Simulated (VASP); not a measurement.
Wanted: the native input for a VASP 6.6.1 run.

- Task: single point
- Functional: PBE
- Potentials or basis: VASP PAW PBE potentials, release 64 (Te, O)
- Cutoff: 520 eV
- k mesh: 6 × 6 × 4
- Occupations: gaussian, width 0.1 eV
- Spin: no spin polarisation
- Dipole correction: no
- Further INCAR settings: ALGO = Normal; EDIFF = 1e-06; NBANDS = 13

The structure of TeO lies in POSCAR:

```
TeO
1.0
    3.3997589261      0.0000000029      0.0000000000
   -1.6998794656      2.9442775953      0.0000000000
    0.0000000000      0.0000000000      4.2395864708
Te O
1 1
Direct
    0.0000000000      0.0000000000      0.2726960952
    0.0000000000      0.0000000000      0.8272165148
```

The input as run:

INCAR

```
SYSTEM = TeO
PREC = Accurate ; ENCUT = 520
EDIFF = 1E-6 ; ISMEAR = 0
SIGMA = 0.1 ; LREAL = .False.
LASPH = .True. ; NELM = 80
ALGO = Normal ; ISIF = 2
LWAVE = .False. ; LCHARG = .False.
GGA = PE ; NBANDS = 13
```

KPOINTS

```
regular mesh
0
Gamma
  6 6 4
  0 0 0
```

Potentials or basis: VASP PAW PBE potentials, release 64 (Te, O).

Run with:

```sh
$ cat potpaw_PBE.64/Te/POTCAR potpaw_PBE.64/O/POTCAR > POTCAR
$ mpirun -np 1 vasp_std > vasp.out
```

Results of the run:

The pressure is -0.1 GPa. The largest force is 0.107 eV/Å. The band gap on the k mesh is zero (band 6 reaches 8.32 eV, above the bottom of band 7 at 3.40 eV).

Caveat: the k points lie up to 0.37 Å⁻¹ apart; spin-orbit coupling is left out, which moves the levels of the heavy elements.

Wall time 16 s on 1 thread of AMD EPYC 7R43 64-Core Processor (Zen 3), with other jobs on the host, peak memory 0.13 GiB.
